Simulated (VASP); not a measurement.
# O2 in VASP: single point with r2SCAN

Aim: the single point of O2 with r2SCAN.

Program: VASP 6.6.1. These are calculated values, not measurements. Logs are shortened: lines on timing, memory, paths and dates and some standing lists are left out, and cuts for length are marked.

## 1. The cell of the first run

The cell holds a molecule in a box, 2 atoms: a = 9.000 Å, b = 9.500 Å, c = 10.000 Å, α = 90.00°, β = 90.00°, γ = 90.00°.

## 2. Single point, r2SCAN, collinear spin, ferromagnetic start

POSCAR reads:

```
O
1.0
    9.0000000000      0.0000000000      0.0000000000
    0.0000000000      9.5000000000      0.0000000000
    0.0000000000      0.0000000000     10.0000000000
O
2
Direct
    0.5000000000      0.5000000000      0.4397287634
    0.5000000000      0.5000000000      0.5602712366
```

INCAR.step1 reads:

```
  PREC = Accurate
  ENCUT = 1100
  ISMEAR = -1
  SIGMA = 0.05
  LREAL = False
  LASPH = True
  NELM = 200
  ISPIN = 2
  MAGMOM = 1 1
  NBANDS = 17
  GGA = PE
  ALGO = Normal
  EDIFF = 1E-5
  LWAVE = True
  LCHARG = False
  GGA_COMPAT = False
  NELMDL = -8
```

INCAR.step2 reads:

```
  PREC = Accurate
  ENCUT = 1100
  EDIFF = 1E-6
  ISMEAR = -1
  SIGMA = 0.05
  LREAL = False
  LASPH = True
  NELM = 200
  ALGO = Normal
  ISIF = 2
  LWAVE = False
  LCHARG = True
  ISPIN = 2
  MAGMOM = 1 1
  LORBIT = 11
  METAGGA = R2SCAN
  LMIXTAU = True
  LELF = True
  LVHAR = True
  NBANDS = 17
  ISTART = 1
  GGA_COMPAT = False
```

KPOINTS reads:

```
regular mesh
0
Gamma
  1 1 1
```

Potentials or basis: VASP PAW PBE potentials, release 64 (O_h).

Launch:

```
cat potpaw_PBE.64/O_h/POTCAR > POTCAR
cp INCAR.step1 INCAR
mpirun -np 1 vasp_gam > vasp.out
cp INCAR.step2 INCAR
mpirun -np 1 vasp_gam > vasp.out
```

OUTCAR:

```text
PREC = Accurate
   ENCUT = 1100
   EDIFF = 1E-6
   ISMEAR = -1
   LREAL = False
   LASPH = True
   NELM = 200
   ISIF = 2
   ISPIN = 2
   LORBIT = 11
   METAGGA = R2SCAN
   ISTART = 1

 ion  position               nearest neighbor table
   1  0.500  0.500  0.440-   2 1.21
   2  0.500  0.500  0.560-   1 1.21

  LATTYP: Found a simple orthorhombic cell.
 ALAT       =     9.0000000000
 B/A-ratio  =     1.0555555556
 C/A-ratio  =     1.1111111111

  Lattice vectors:

 A1 = (   9.0000000000,   0.0000000000,   0.0000000000)
 A2 = (   0.0000000000,   9.5000000000,   0.0000000000)
 A3 = (   0.0000000000,   0.0000000000,  10.0000000000)

Analysis of symmetry for initial positions (statically):
=====================================================================
 Subroutine PRICEL returns:
 Original cell was already a primitive cell.

 Routine SETGRP: Setting up the symmetry group for a
 simple orthorhombic supercell.

 Subroutine GETGRP returns: Found  8 space group operations
 (whereof  8 operations were pure point group operations)
 out of a pool of  8 trial point group operations.

The static configuration has the point symmetry D_2h.

Analysis of symmetry for dynamics (positions and initial velocities):
=====================================================================
 Subroutine PRICEL returns:
 Original cell was already a primitive cell.

 Routine SETGRP: Setting up the symmetry group for a
 simple orthorhombic supercell.

 Subroutine GETGRP returns: Found  8 space group operations
 (whereof  8 operations were pure point group operations)
 out of a pool of  8 trial point group operations.

The dynamic configuration has the point symmetry D_2h.

Analysis of structural, dynamic, and magnetic symmetry:
=====================================================================
 Subroutine PRICEL returns:
 Original cell was already a primitive cell.

 Routine SETGRP: Setting up the symmetry group for a
 simple orthorhombic supercell.

 Subroutine GETGRP returns: Found  8 space group operations
 (whereof  8 operations were pure point group operations)
 out of a pool of  8 trial point group operations.

The overall configuration has the point symmetry D_2h.

 Subroutine INISYM returns: Found  8 space group operations
 (whereof  8 operations are pure point group operations),
 and found     1 'primitive' translations

----------------------------------------------------------------------------------------

                                     Primitive cell

  volume of cell :     855.0000

  direct lattice vectors                    reciprocal lattice vectors
     9.000000000  0.000000000  0.000000000     0.111111111  0.000000000  0.000000000
     0.000000000  9.500000000  0.000000000     0.000000000  0.105263158  0.000000000
     0.000000000  0.000000000 10.000000000     0.000000000  0.000000000  0.100000000

  length of vectors
     9.000000000  9.500000000 10.000000000     0.111111111  0.105263158  0.100000000

  position of ions in fractional coordinates (direct lattice)
     0.500000000  0.500000000  0.439728763
     0.500000000  0.500000000  0.560271237

  ion indices of the primitive-cell ions
   primitive index   ion index
                 1           1
                 2           2

----------------------------------------------------------------------------------------

 KPOINTS: regular mesh

Automatic generation of k-mesh.
 Grid dimensions read from file:
 generate k-points for:    1    1    1

 Generating k-lattice:

  Cartesian coordinates                     Fractional coordinates (reciprocal lattice)
     0.111111111  0.000000000  0.000000000     1.000000000  0.000000000  0.000000000
     0.000000000  0.105263158  0.000000000     0.000000000  1.000000000  0.000000000
     0.000000000  0.000000000  0.100000000     0.000000000  0.000000000  1.000000000

  Length of vectors
     0.111111111  0.105263158  0.100000000

  Shift w.r.t. Gamma in fractional coordinates (k-lattice)
     0.000000000  0.000000000  0.000000000

 Subroutine IBZKPT returns following result:
 ===========================================

 Found      1 irreducible k-points:

 Following reciprocal coordinates:
            Coordinates               Weight
  0.000000  0.000000  0.000000      1.000000
   k-points           NKPTS =      1   k-points in BZ     NKDIM =      1   number of bands    NBANDS=     17
   number of dos      NEDOS =    301   number of ions     NIONS =      2
   total plane-waves  NPLWV = ******
   dimension x,y,z NGX =    98 NGY =  108 NGZ =  108
   dimension x,y,z NGXF=   196 NGYF=  216 NGZF=  216
   ions per type =               2
   NGX,Y,Z   is equivalent  to a cutoff of  18.10, 18.90, 17.95 a.u.
   NGXF,Y,Z  is equivalent  to a cutoff of  36.20, 37.80, 35.91 a.u.
 SYSTEM =  unknown system
   PREC   = accura    normal or accurate (medium, high low for compatibility)
   ISTART =      1    job   : 0-new  1-cont  2-samecut
   ICHARG =      0    charge: 1-file 2-atom 10-const
   ISPIN  =      2    spin polarized calculation?
   LNONCOLLINEAR =      F non collinear calculations
   LSORBIT =      F    spin-orbit coupling
   LASPH  =      T    aspherical Exc in radial PAW
   ENCUT  = 1100.0 eV  80.85 Ry    8.99 a.u.  24.34 25.69 27.04*2*pi/ulx,y,z
   NELM   =    200;   NELMIN=  2; NELMDL=  0     # of ELM steps
   EDIFF  = 0.1E-05   stopping-criterion for ELM
   LREAL  =      F    real-space projection
[... 7 lines left out ...]
   TEBEG  =    0.0;   TEEND  =   0.0 temperature during run
   PSTRESS=    0.0 pullay stress
   NELECT =      12.0000    total number of electrons
   NUPDOWN=      -1.0000    fix difference up-down
   EMIN   =  10.00;   EMAX   =-10.00  energy-range for DOS
   EFERMI =   0.00;   METHOD = LEGACY
   ISMEAR =    -1;   SIGMA  =   0.05  broadening in eV -4-tet -1-fermi 0-gaus
   EFERMI_NEDOS =   21; number of points for ismear=-14 and -15
   IALGO  =     38    algorithm
   IMIX   =      4    mixing-type and parameters
     AMIX     =   0.40;   BMIX     =  1.00
     AMIX_MAG =   1.60;   BMIX_MAG =  1.00
  volume/ion in A,a.u.               =     427.50      2884.91
  Fermi-wavevector in a.u.,A,eV,Ry     =   0.394893  0.746240  2.121703  0.155941
  Thomas-Fermi vector in A             =   1.339966
   LORBIT       =     11    0 simple, 1 ext, 2 COOP (PROOUT), +10 PAW based schemes
   METAGGA = R2SCAN    functional components
   LHFCALC =     F    Hartree Fock is set to
   AEXX    =    0.0000 exact exchange contribution
   IVDW    =     0    specifies the selected vdW correction
   LEPSILON=     F    determine dielectric tensor
   LRPA    =     F    only Hartree local field effects (RPA)
 spin polarized calculation
  energy-cutoff  :     1100.00
  volume of cell :      855.00
 maximum number of plane-waves:     35417
 NGX is ok and might be reduce to    98
   NGX = 49   NGY = 51   NGZ = 55

 number of electron      12.0000001 magnetization       2.0000001

 Free energy of the ion-electron system (eV)
  ---------------------------------------------------
  ext. energy  EPLUGINS =         0.00000000
  ---------------------------------------------------
  free energy    TOTEN  =       -12.07605968 eV

  energy without entropy =      -12.07605968  energy(sigma->0) =      -12.07605968

 E-fermi :  -6.0088     XC(G=0):  -0.4183

 val. band max:       -7.2422429225   @ k =   0.0000   0.0000   0.0000
 cond. band min:      -3.7866556516   @ k =   0.0000   0.0000   0.0000
 fundamental gap:      3.4555872709
 Fermi energy:        -6.0088444286

 spin component 1

 k-point     1 :       0.0000    0.0000    0.0000
  band No.  band energies     occupation
      1     -34.3498      1.00000
      2     -21.7544      1.00000
      3     -14.1397      1.00000
      4     -14.1396      1.00000
      5     -13.9004      1.00000
      6      -7.2423      1.00000
      7      -7.2422      1.00000
      8       0.0770      0.00000
      9       1.4341      0.00000
     10       1.5653      0.00000
     11       1.6832      0.00000
     12       1.7871      0.00000
     13       1.8675      0.00000
     14       1.9930      0.00000
     15       2.8896      0.00000
     16       3.1937      0.00000
     17       3.2058      0.00000
 Fermi energy:        -6.0088444286

 spin component 2

 k-point     1 :       0.0000    0.0000    0.0000
  band No.  band energies     occupation
      1     -32.9656      1.00000
      2     -19.3359      1.00000
      3     -12.8369      1.00000
      4     -11.6399      1.00000
      5     -11.6398      1.00000
      6      -3.7867      0.00000
      7      -3.7863      0.00000
      8       0.1408      0.00000
      9       1.5940      0.00000
     10       1.6048      0.00000
     11       1.7582      0.00000
     12       1.8312      0.00000
     13       1.9479      0.00000
     14       2.0900      0.00000
     15       3.2408      0.00000
     16       3.2655      0.00000
     17       3.2872      0.00000

------------------------ aborting loop because EDIFF is reached ----------------------------------------

  FORCE on cell =-STRESS in cart. coord.  units (eV):
  Direction    XX          YY          ZZ          XY          YZ          ZX
  --------------------------------------------------------------------------------------
  -------------------------------------------------------------------------------------
  Total       -0.0264137     -0.0222921      0.0634378      0.0000000      0.0000000      0.0000000
  in kB       -0.0494964     -0.0417730      0.1188756      0.0000000      0.0000000      0.0000000
  external PRESSURE =       0.0092021 kB  Pullay stress =       0.0000000 kB

 VOLUME and BASIS-vectors are now :
 -----------------------------------------------------------------------------
  energy-cutoff  :     1100.00
  volume of cell :      855.00
      direct lattice vectors                 reciprocal lattice vectors
     9.000000000  0.000000000  0.000000000     0.111111111  0.000000000  0.000000000
     0.000000000  9.500000000  0.000000000     0.000000000  0.105263158  0.000000000
     0.000000000  0.000000000 10.000000000     0.000000000  0.000000000  0.100000000

 POSITION                                       TOTAL-FORCE (eV/Angst)
 -----------------------------------------------------------------------------------
      4.50000      4.75000      4.39729         0.000000      0.000000     -0.071971
      4.50000      4.75000      5.60271         0.000000      0.000000      0.071971
 -----------------------------------------------------------------------------------
    total drift:                                0.000000     -0.000000     -0.000000

  FREE ENERGIE OF THE ION-ELECTRON SYSTEM (eV)
  ---------------------------------------------------
  free  energy   TOTEN  =       -12.0760596774 eV

  energy  without entropy=      -12.0760596774  energy(sigma->0) =      -12.07605968

 total charge

# of ion       s       p       d       tot
------------------------------------------
    1        1.091   2.232   0.000   3.322
    2        1.091   2.232   0.000   3.322
--------------------------------------------------
tot          2.181   4.463   0.000   6.645

 magnetization (x)

# of ion       s       p       d       tot
------------------------------------------
    1        0.021   0.627   0.000   0.648
    2        0.021   0.627   0.000   0.648
--------------------------------------------------
tot          0.042   1.254   0.000   1.296
```

It took 25 min on 1 thread of AMD EPYC 7R43 (Zen 3), shared host; peak memory 3.1 GiB.

Results:

```
Free energy                                           : -12.0761 eV
Largest force                                         : 0.072 eV/Å
Gap between the frontier levels                       : 3.46 eV
Net moment                                            : 2.00 μB per cell
Site moments                                          : O +0.65 μB
Valence electrons inside the program's atomic spheres : O 3.32
```

Forces in eV/Å, atoms in the order of the input:
```
O    0.000  0.000 -0.072
O    0.000  0.000  0.072
```

Caveat: the PAW data sets were made with another functional, which shifts forces and pressure a little.
